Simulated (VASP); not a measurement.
Set up this calculation in VASP 6.6.1, as the native input.

| Quantity | Value |
| --- | --- |
| Task | single point |
| Functional | r2SCAN |
| Potentials or basis | VASP PAW PBE potentials, release 64 (Ti_sv, Al) |
| Cutoff | 520 eV |
| k mesh | 16 × 16 × 16 |
| Occupations | gaussian, width 0.1 eV |
| Spin | no spin polarisation |
| Dipole correction | no |
| Further INCAR settings | ALGO = Normal; EDIFF = 1e-06; NBANDS = 18 |

TiAl3:

```
CELL_PARAMETERS angstrom
-1.92267 1.92267 4.31140
1.92267 -1.92267 4.31140
1.92267 1.92267 -4.31140
ATOMIC_POSITIONS crystal
Ti 0.00000 0.00000 0.00000
Al 0.50000 0.50000 0.00000
Al 0.75000 0.25000 0.50000
Al 0.25000 0.75000 0.50000
```

The input as run:

POSCAR

```
TiAl3
1.0
   -1.9226734295      1.9226734295      4.3114047958
    1.9226734295     -1.9226734295      4.3114047958
    1.9226734295      1.9226734295     -4.3114047958
Ti Al
1 3
Direct
    0.0000000000      0.0000000000      0.0000000000
    0.5000000000      0.5000000000      0.0000000000
    0.7500000000      0.2500000000      0.5000000000
    0.2500000000      0.7500000000      0.5000000000
```

INCAR.step1

```
SYSTEM = TiAl3
ALGO = Normal ; EDIFF = 1E-4
ENCUT = 520 ; GGA = PE
ISMEAR = 0 ; LASPH = .True.
LCHARG = .False. ; LREAL = .False.
LWAVE = .True. ; NBANDS = 18
NELM = 80 ; PREC = Accurate
SIGMA = 0.1
```

INCAR.step2

```
SYSTEM = TiAl3
ALGO = Normal ; EDIFF = 1E-6
ENCUT = 520 ; ISIF = 2
ISMEAR = 0 ; ISTART = 1
LASPH = .True. ; LCHARG = .True.
LELF = .True. ; LMIXTAU = .True.
LREAL = .False. ; LVHAR = .True.
LWAVE = .False. ; METAGGA = R2SCAN
NBANDS = 18 ; NELM = 80
PREC = Accurate ; SIGMA = 0.1
```

KPOINTS

```
k-points
0
Gamma
  16 16 16
  0 0 0
```

Potentials or basis: VASP PAW PBE potentials, release 64 (Ti_sv, Al).

The run is started by

```console
$ cat potpaw_PBE.64/Ti_sv/POTCAR potpaw_PBE.64/Al/POTCAR > POTCAR
$ cp INCAR.step1 INCAR
$ mpirun -np 1 vasp_std > vasp.out
$ cp INCAR.step2 INCAR
$ mpirun -np 1 vasp_std > vasp.out
```

Results of the run:

The pressure is -2.1 GPa and the band gap on the k mesh is zero (an odd number of electrons rules out a gap without spin polarisation).

Caveat: the PAW data sets were made with another functional, which shifts forces and pressure a little.

Wall time 74 min on 1 thread of AMD EPYC 7R13, with other jobs on the host, peak memory 0.51 GiB.
